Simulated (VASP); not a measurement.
Au:

```
Au
1.0
     2.74841    0.00000    0.00000
     0.00000    2.74841    0.00000
     0.00000    0.00000    2.74841
Au
1
Cartesian
  1.3742 1.3742 1.3742
```

- Program: VASP 6.6.1
- Task: relaxation of cell and atoms
- Functional: BLYP
- Potentials or basis: VASP PAW PBE potentials, release 64 (Au)
- Cutoff: 600 eV
- k mesh: 10 × 10 × 10
- Occupations: fermi-dirac, width 0.05 eV
- Spin: no spin polarisation

At the start: pressure 8.2 GPa; volume 20.76 Å³/atom.

Problem. How do energy, volume and symmetry change on relaxing?

Solution. Over 14 steps the energy falls by 40.3 meV/atom and the volume is 22.48 Å³/atom (+8.3 %); space group Pm-3m (No. 221, to 0.05 Å).

The path:
| step | energy change (eV) | largest force (eV/Å) | pressure (GPa) | volume (Å³) |
| --- | --- | --- | --- | --- |
| 1 | 0.0000 | 0.0000 | 8.20 | 20.76 |
| 2 | -0.0149 | 0.0000 | -4.60 | 24.12 |
| 3 | -0.0403 | 0.0000 | -0.16 | 22.50 |
| 4 | -0.0403 | 0.0000 | 0.12 | 22.46 |
| 5 | -0.0403 | 0.0000 | 0.12 | 22.46 |
| 6 | -0.0403 | 0.0000 | 0.10 | 22.47 |
| 7 | -0.0403 | 0.0000 | 0.10 | 22.47 |
| 8 | -0.0403 | 0.0000 | 0.10 | 22.47 |
| 9 | -0.0403 | 0.0000 | 0.11 | 22.47 |
| 10 | -0.0403 | 0.0000 | 0.11 | 22.47 |
| 11 | -0.0403 | 0.0000 | 0.10 | 22.47 |
| 12 | -0.0403 | 0.0000 | 0.11 | 22.47 |
| 13 | -0.0403 | 0.0000 | 0.08 | 22.47 |
| 14 | -0.0403 | 0.0000 | 0.06 | 22.48 |

Final structure:
```yaml
crystal:
  lattice:
    - [2.82212, 0.00000, 0.00000]
    - [0.00000, 2.82212, 0.00000]
    - [0.00000, 0.00000, 2.82212]
  atoms:
    - { symbol: Au, position: [0.50000, 0.50000, 0.50000] }
```

Caveat: the PAW data sets were made with another functional, which shifts forces and pressure a little.
